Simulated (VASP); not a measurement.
# TiSi (Cmmm) in VASP: single point with r2SCAN

Aim: the single point of TiSi with r2SCAN.

All numbers are computed with VASP 6.6.1; they aren't measurements. Logs are shortened: lines on timing, memory, paths and dates and some standing lists are left out, and cuts for length are marked.

### Step 1. The cell of the first run

The structure is orthorhombic, space group Cmmm (No. 65). Conventional cell: a = 3.642 Å, b = 4.142 Å, c = 3.811 Å, α = 90.00°, β = 90.00°, γ = 90.00°. Within 3.5 Å of Ti (site symmetry mmm) lie 8 Si at 2.64 to 2.81 Å and 4 Ti at 2.76 Å. Si (site symmetry mmm) has 8 Ti at 2.64 to 2.81 Å and 4 Si at 2.76 Å within 3.5 Å.

### Step 2. Single point, r2SCAN

POSCAR reads:

```
TiSi
1.0
    1.8210803078     -2.0712080203      0.0000000000
    1.8210803078      2.0712080203      0.0000000000
    0.0000000000      0.0000000000      3.8109817710
Ti Si
1 1
Direct
    0.5000000000      0.5000000000      0.0000000000
    0.0000000000      0.0000000000      0.5000000000
```

INCAR.step1 reads:

```
SYSTEM = TiSi
  ALGO = Normal
  EDIFF = 1E-4
  ENCUT = 520
  GGA = PE
  ISMEAR = 0
  LASPH = .TRUE.
  LCHARG = .FALSE.
  LREAL = .FALSE.
  LWAVE = .TRUE.
  NBANDS = 15
  NELM = 60
  PREC = Accurate
  SIGMA = 0.1
```

INCAR.step2 reads:

```
SYSTEM = TiSi
  ALGO = Normal
  EDIFF = 1E-7
  ENCUT = 520
  ISIF = 2
  ISMEAR = 0
  ISTART = 1
  LASPH = .TRUE.
  LCHARG = .FALSE.
  LMIXTAU = .TRUE.
  LREAL = .FALSE.
  LWAVE = .FALSE.
  METAGGA = R2SCAN
  NBANDS = 15
  NELM = 60
  PREC = Accurate
  SIGMA = 0.1
```

KPOINTS reads:

```
k-points
0
G
  20 20 14
  0 0 0
```

Potentials or basis: VASP PAW PBE potentials, release 64 (Ti_sv, Si).

Launch:

```bash
cat potpaw_PBE.64/Ti_sv/POTCAR potpaw_PBE.64/Si/POTCAR > POTCAR
cp INCAR.step1 INCAR
mpirun -np 1 vasp_std > vasp.out
cp INCAR.step2 INCAR
mpirun -np 1 vasp_std > vasp.out
```

OUTCAR:

```text
SYSTEM = TiSi
   EDIFF = 1E-7
   ENCUT = 520
   ISIF = 2
   ISMEAR = 0
   ISTART = 1
   LASPH = .TRUE.
   LREAL = .FALSE.
   METAGGA = R2SCAN
   NELM = 60
   PREC = Accurate

 ion  position               nearest neighbor table
   1  0.500  0.500  0.000-   2 2.64   2 2.64   2 2.64   2 2.64   2 2.81   2 2.81   2 2.81   2 2.81

   2  0.000  0.000  0.500-   1 2.64   1 2.64   1 2.64   1 2.64   1 2.81   1 2.81   1 2.81   1 2.81

  LATTYP: Found a base centered orthorhombic cell.
 ALAT       =     3.6421606156
 B/A-ratio  =     1.1373512807
 C/A-ratio  =     1.0463519249

  Lattice vectors:

 A1 = (   1.8210803078,  -2.0712080203,   0.0000000000)
 A2 = (   1.8210803078,   2.0712080203,   0.0000000000)
 A3 = (   0.0000000000,   0.0000000000,   3.8109817710)

Analysis of symmetry for initial positions (statically):
=====================================================================
 Subroutine PRICEL returns:
 Original cell was already a primitive cell.

 Routine SETGRP: Setting up the symmetry group for a
 base centered orthorhombic supercell.

 Subroutine GETGRP returns: Found  8 space group operations
 (whereof  8 operations were pure point group operations)
 out of a pool of  8 trial point group operations.

The static configuration has the point symmetry D_2h.

Analysis of symmetry for dynamics (positions and initial velocities):
=====================================================================
 Subroutine PRICEL returns:
 Original cell was already a primitive cell.

 Routine SETGRP: Setting up the symmetry group for a
 base centered orthorhombic supercell.

 Subroutine GETGRP returns: Found  8 space group operations
 (whereof  8 operations were pure point group operations)
 out of a pool of  8 trial point group operations.

The dynamic configuration has the point symmetry D_2h.

 Subroutine INISYM returns: Found  8 space group operations
 (whereof  8 operations are pure point group operations),
 and found     1 'primitive' translations

----------------------------------------------------------------------------------------

                                     Primitive cell

  volume of cell :      28.7488

  direct lattice vectors                    reciprocal lattice vectors
     1.821080308 -2.071208020  0.000000000     0.274562301 -0.241405013  0.000000000
     1.821080308  2.071208020  0.000000000     0.274562301  0.241405013  0.000000000
     0.000000000  0.000000000  3.810981771     0.000000000  0.000000000  0.262399576

  length of vectors
     2.757940563  2.757940563  3.810981771     0.365596551  0.365596551  0.262399576

  position of ions in fractional coordinates (direct lattice)
     0.500000000  0.500000000  0.000000000
     0.000000000  0.000000000  0.500000000

  ion indices of the primitive-cell ions
   primitive index   ion index
                 1           1
                 2           2

----------------------------------------------------------------------------------------

 KPOINTS: k-points

Automatic generation of k-mesh.
 Grid dimensions read from file:
 generate k-points for:   20   20   14

 Generating k-lattice:

  Cartesian coordinates                     Fractional coordinates (reciprocal lattice)
     0.013728115 -0.012070251  0.000000000     0.050000000  0.000000000  0.000000000
     0.013728115  0.012070251  0.000000000     0.000000000  0.050000000  0.000000000
     0.000000000  0.000000000  0.018742827     0.000000000  0.000000000  0.071428571

  Length of vectors
     0.018279828  0.018279828  0.018742827

  Shift w.r.t. Gamma in fractional coordinates (k-lattice)
     0.000000000  0.000000000  0.000000000

 Subroutine IBZKPT returns following result:
 ===========================================

 Found    888 irreducible k-points:

 Following reciprocal coordinates:
            Coordinates               Weight
  0.000000  0.000000  0.000000      1.000000
  0.050000 -0.000000  0.000000      4.000000
  0.100000 -0.000000  0.000000      4.000000
  0.150000 -0.000000  0.000000      4.000000
  0.200000 -0.000000  0.000000      4.000000
  0.250000 -0.000000  0.000000      4.000000
[... 16 lines left out ...]
 -0.400000  0.050000  0.000000      4.000000
 -0.350000  0.050000  0.000000      4.000000
 [... further k-points ...]
   k-points           NKPTS =    888   k-points in BZ     NKDIM =    888   number of bands    NBANDS=     15
   number of dos      NEDOS =    301   number of ions     NIONS =      2
   total plane-waves  NPLWV =  16128
   dimension x,y,z NGX =    24 NGY =   24 NGZ =   28
   dimension x,y,z NGXF=    48 NGYF=   48 NGZF=   56
   ions per type =               1   1
   NGX,Y,Z   is equivalent  to a cutoff of  14.47, 14.47, 12.21 a.u.
   NGXF,Y,Z  is equivalent  to a cutoff of  28.93, 28.93, 24.43 a.u.
 SYSTEM =  TiSi
   PREC   = accura    normal or accurate (medium, high low for compatibility)
   ISTART =      1    job   : 0-new  1-cont  2-samecut
   ICHARG =      0    charge: 1-file 2-atom 10-const
   ISPIN  =      1    spin polarized calculation?
   LNONCOLLINEAR =      F non collinear calculations
   LSORBIT =      F    spin-orbit coupling
   LASPH  =      T    aspherical Exc in radial PAW
   ENCUT  =  520.0 eV  38.22 Ry    6.18 a.u.   5.13  5.13  7.09*2*pi/ulx,y,z
   NELM   =     60;   NELMIN=  2; NELMDL=  0     # of ELM steps
   EDIFF  = 0.1E-06   stopping-criterion for ELM
   LREAL  =      F    real-space projection
   EDIFFG = 0.1E-05   stopping-criterion for IOM
   NSW    =      0    number of steps for IOM
   IBRION =     -1    ionic relax: 0-MD 1-quasi-New 2-CG
   NFREE  =      0    steps in history (QN), initial steepest desc. (CG)
   ISIF   =      2    stress and relaxation
   ISYM   =      2    0-nonsym 1-usesym 2-fastsym
   POTIM  = 0.5000    time-step for ionic-motion
   TEBEG  =    0.0;   TEEND  =   0.0 temperature during run
   PSTRESS=    0.0 pullay stress
   NELECT =      16.0000    total number of electrons
   NUPDOWN=      -1.0000    fix difference up-down
   EMIN   =  10.00;   EMAX   =-10.00  energy-range for DOS
   EFERMI =   0.00;   METHOD = LEGACY
   ISMEAR =     0;   SIGMA  =   0.10  broadening in eV -4-tet -1-fermi 0-gaus
   EFERMI_NEDOS =   21; number of points for ismear=-14 and -15
   IALGO  =     38    algorithm
   IMIX   =      4    mixing-type and parameters
     AMIX     =   0.40;   BMIX     =  1.00
     AMIX_MAG =   1.60;   BMIX_MAG =  1.00
  volume/ion in A,a.u.               =      14.37        97.00
  Fermi-wavevector in a.u.,A,eV,Ry     =   1.346609  2.544723 24.672213  1.813357
  Thomas-Fermi vector in A             =   2.474427
   LORBIT       =      0    0 simple, 1 ext, 2 COOP (PROOUT), +10 PAW based schemes
   METAGGA = R2SCAN    functional components
   LHFCALC =     F    Hartree Fock is set to
   AEXX    =    0.0000 exact exchange contribution
   IVDW    =     0    specifies the selected vdW correction
   LEPSILON=     F    determine dielectric tensor
   LRPA    =     F    only Hartree local field effects (RPA)
 non-spin polarized calculation
 Gauss-broadening in eV      SIGMA  =   0.10
  energy-cutoff  :      520.00
  volume of cell :       28.75
 maximum number of plane-waves:       798
 NGX is ok and might be reduce to    24
   NGX = 11   NGY = 11   NGZ = 15

 number of electron      16.0000006 magnetization

 Free energy of the ion-electron system (eV)
  ---------------------------------------------------
  ext. energy  EPLUGINS =         0.00000000
  ---------------------------------------------------
  free energy    TOTEN  =       -22.78334710 eV

  energy without entropy =      -22.77807675  energy(sigma->0) =      -22.78071192

 E-fermi :  10.4597     XC(G=0): -12.6775

 val. band max:       10.4535599436   @ k =   0.3500   0.3000   0.0000
 cond. band min:      10.4602020792   @ k =   0.4500   0.2500   0.4286
 fundamental gap:      0.0066421355
 Fermi energy:        10.4597256233

 k-point     1 :       0.0000    0.0000    0.0000
  band No.  band energies     occupation
      1     -48.6049      2.00000
      2     -23.9925      2.00000
      3     -23.5098      2.00000
      4     -23.4121      2.00000
      5      -2.1819      2.00000
      6       7.7873      2.00000
      7       8.3513      2.00000
      8       9.0312      2.00000
      9      12.3427      0.00000
     10      13.0265      0.00000
     11      13.8747      0.00000
     12      16.1079      0.00000
     13      16.8663      0.00000
     14      17.1749      0.00000
     15      19.1559      0.00000

 k-point     2 :       0.0500   -0.0000    0.0000
  band No.  band energies     occupation
      1     -48.6028      2.00000
      2     -23.9905      2.00000
      3     -23.5176      2.00000
      4     -23.4195      2.00000
      5      -2.1278      2.00000
      6       7.8312      2.00000
      7       8.3222      2.00000
      8       9.0364      2.00000
      9      12.3840      0.00000
     10      13.0336      0.00000
     11      13.8006      0.00000
     12      15.7617      0.00000
     13      16.7171      0.00000
     14      17.1868      0.00000
     15      19.6105      0.00000

 k-point     3 :       0.1000   -0.0000    0.0000
  band No.  band energies     occupation
      1     -48.5969      2.00000
      2     -23.9845      2.00000
      3     -23.5482      2.00000
      4     -23.4328      2.00000
      5      -1.9662      2.00000
      6       7.9546      2.00000
      7       8.2390      2.00000
      8       9.0330      2.00000
      9      12.5008      0.00000
     10      13.0606      0.00000
     11      13.6061      0.00000
     12      14.8155      0.00000
     13      16.8193      0.00000
     14      17.1813      0.00000
     15      20.3454      0.00000

 k-point     4 :       0.1500   -0.0000    0.0000
  band No.  band energies     occupation
      1     -48.5877      2.00000
      2     -23.9753      2.00000
      3     -23.6099      2.00000
      4     -23.4392      2.00000
      5      -1.6992      2.00000
      6       8.1124      2.00000
      7       8.1264      2.00000
      8       8.9623      2.00000
      9      12.6653      0.00000
     10      13.1321      0.00000
     11      13.3482      0.00000
     12      13.8512      0.00000
     13      17.0373      0.00000
     14      17.1971      0.00000
     15      20.9192      0.00000
[... 307 lines left out ...]
 k-point    22 :      -0.4500    0.0500    0.0000
  band No.  band energies     occupation
      1     -48.5213      2.00000
      2     -24.0879      2.00000
      3     -23.9087      2.00000
      4     -23.4286      2.00000
      5       1.7526      2.00000
      6       4.2035      2.00000
      7       7.3529      2.00000
      8       9.6215      2.00000
      9      12.0509      0.00000
     10      12.9006      0.00000
     11      14.6167      0.00000
     12      15.6160      0.00000
     13      15.8088      0.00000
     14      18.1965      0.00000
     15      19.7070      0.00000

 k-point    23 :      -0.4000    0.0500    0.0000
  band No.  band energies     occupation
      1     -48.5274      2.00000
      2     -24.0429      2.00000
      3     -23.9149      2.00000
      4     -23.4311      2.00000
      5       1.0089      2.00000
      6       5.1456      2.00000
      7       7.4342      2.00000
      8       9.5467      2.00000
      9      12.0262      0.00000
     10      12.8763      0.00000
     11      14.1031      0.00000
     12      15.0908      0.00000
     13      16.2060      0.00000
     14      18.9405      0.00000
     15      19.6479      0.00000

 k-point    24 :      -0.3500    0.0500    0.0000
  band No.  band energies     occupation
      1     -48.5368      2.00000
      2     -23.9732      2.00000
      3     -23.9244      2.00000
      4     -23.4355      2.00000
      5       0.3015      2.00000
      6       6.1489      2.00000
      7       7.5551      2.00000
      8       9.3836      2.00000
      9      12.1118      0.00000
     10      12.8133      0.00000
     11      13.5775      0.00000
     12      14.5894      0.00000
     13      16.5508      0.00000
     14      19.2033      0.00000
     15      19.8449      0.00000

 [... further k-points ...]

------------------------ aborting loop because EDIFF is reached ----------------------------------------

  FORCE on cell =-STRESS in cart. coord.  units (eV):
  Direction    XX          YY          ZZ          XY          YZ          ZX
  --------------------------------------------------------------------------------------
  -------------------------------------------------------------------------------------
  Total        0.0629868      0.0825234      0.0630023     -0.0000000      0.0000000      0.0000000
  in kB        3.5102706      4.5990504      3.5111314     -0.0000000      0.0000000      0.0000000
  external PRESSURE =       3.8734841 kB  Pullay stress =       0.0000000 kB

 VOLUME and BASIS-vectors are now :
 -----------------------------------------------------------------------------
  energy-cutoff  :      520.00
  volume of cell :       28.75
      direct lattice vectors                 reciprocal lattice vectors
     1.821080308 -2.071208020  0.000000000     0.274562301 -0.241405013  0.000000000
     1.821080308  2.071208020  0.000000000     0.274562301  0.241405013  0.000000000
     0.000000000  0.000000000  3.810981771     0.000000000  0.000000000  0.262399576

 POSITION                                       TOTAL-FORCE (eV/Angst)
 -----------------------------------------------------------------------------------
      1.82108      0.00000      0.00000        -0.000000      0.000000      0.000000
      0.00000      0.00000      1.90549         0.000000     -0.000000      0.000000
 -----------------------------------------------------------------------------------
    total drift:                               -0.000000     -0.000000     -0.000000

  FREE ENERGIE OF THE ION-ELECTRON SYSTEM (eV)
  ---------------------------------------------------
  free  energy   TOTEN  =       -22.7833470962 eV

  energy  without entropy=      -22.7780767489  energy(sigma->0) =      -22.78071192
```

Run time: 6.4 min. Hardware: 1 thread of Intel Xeon 6975P-C (Granite Rapids), shared host; peak memory 0.47 GiB.

What came out:

- Free energy: -22.7833 eV
- Pressure: 0.4 GPa
- Band gap on the k mesh: zero (bands 8 and 9 overlap by 1.79 eV)

Levels at points of the mesh, in eV from the Fermi level:
```tsv
k point	band 6	band 7	band 8	band 9	band 10	band 11
(0.00, 0.00, 0.00)	-2.67	-2.11	-1.43	1.88	2.57	3.41
(0.50, 0.00, 0.00)	-6.94	-3.18	-0.90	1.89	2.63	4.47
(0.50, 0.50, 0.00)	-4.05	-2.01	-1.32	-0.90	-0.43	3.18
(0.00, 0.00, 0.50)	-7.06	-1.11	0.56	0.82	1.85	3.49
(0.50, 0.00, 0.50)	-5.43	-3.00	-1.90	1.49	2.07	2.15
(0.50, 0.50, 0.50)	-4.10	-3.84	-3.00	2.36	2.46	2.80
```

Caveat: the PAW data sets were made with another functional, which shifts forces and pressure a little.
